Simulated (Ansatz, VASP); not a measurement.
## B in VASP and in Ansatz

POSCAR

```
B
1.0
    2.0902760376      0.0000000000      0.0000000000
   -1.0451380188      1.8102321495      0.0000000000
    0.0000000000      0.0000000000      6.2392797673
B
4
Direct
    0.0000000000      0.0000000000      0.0000000000
    0.0000000000      0.0000000000      0.5000000000
    0.3333333333      0.6666666667      0.7500000000
    0.6666666667      0.3333333333      0.2500000000
```

INCAR.step1

```
SYSTEM = B
PREC = Accurate ; ENCUT = 600
ISMEAR = 0 ; SIGMA = 0.1
LREAL = .False. ; LASPH = .True.
NELM = 80 ; GGA = PE
ALGO = Normal ; EDIFF = 1E-4
LWAVE = .True. ; LCHARG = .False.
```

The input INCAR.step2:

```
SYSTEM = B
PREC = Accurate ; ENCUT = 600
EDIFF = 1E-6 ; ISMEAR = 0
SIGMA = 0.1 ; LREAL = .False.
LASPH = .True. ; NELM = 80
ALGO = Normal ; ISIF = 3
LWAVE = .False. ; LCHARG = .False.
METAGGA = R2SCAN ; LMIXTAU = .True.
IBRION = 2 ; NSW = 100
EDIFFG = -0.01 ; ISTART = 1
```

Contents of KPOINTS:

```
regular mesh
0
Gamma
  24 24 8
  0 0 0
```

Input for Ansatz:

```yaml
crystal:
  lattice:
    - [2.0902760376, 0.0, 0.0]
    - [-1.0451380188, 1.8102321495, 0.0]
    - [0.0, 0.0, 6.2392797673]
  atoms:
    - { symbol: B, position: [0.0, 0.0, 0.0] }
    - { symbol: B, position: [0.0, 0.0, 0.5] }
    - { symbol: B, position: [0.3333333333, 0.6666666667, 0.75] }
    - { symbol: B, position: [0.6666666667, 0.3333333333, 0.25] }
basis:
  ecutwfc: 500
kpoints:
  mp_grid: { grid: [24, 24, 8] }
hamiltonian:
  xc: r2scan
scf:
  occupations: { method: gaussian, width: 0.1 }
output:
  forces: true
  stress: true
  eigenvalues: true
relax:
  adjacent_minimum: "off"
  f_tol: 0.01
  max_steps: 80
  cell: { stress_tol: 0.05 }
```

Alike in both runs: task relaxation of cell and atoms; functional r2SCAN; k mesh 24 × 24 × 8; occupations gaussian, width 0.1 eV; no spin polarisation.

|  | VASP | Ansatz |
| --- | --- | --- |
| version | VASP 6.6.1 | Ansatz 0.2.0 |
| potentials or method | VASP PAW PBE potentials, release 64 (B), cutoff 600 eV | scalar-relativistic, plane waves, PAW |
| valence electrons in the cell | 12 | 12 |

```tsv
	VASP	Ansatz	Ansatz less VASP
gap on the k mesh at the Fermi level, each at its own relaxed structure (eV)	none	none	-
relaxed volume (Å³/atom)	6.41	6.41	+0.004
relaxed length of the cell vector where the two differ most in proportion (Å)	2.329	2.329	+0.0005
```

VASP's potentials were made for PBE, not for r2SCAN. A gap of «none» marks a metal or a gap that the smearing closes.
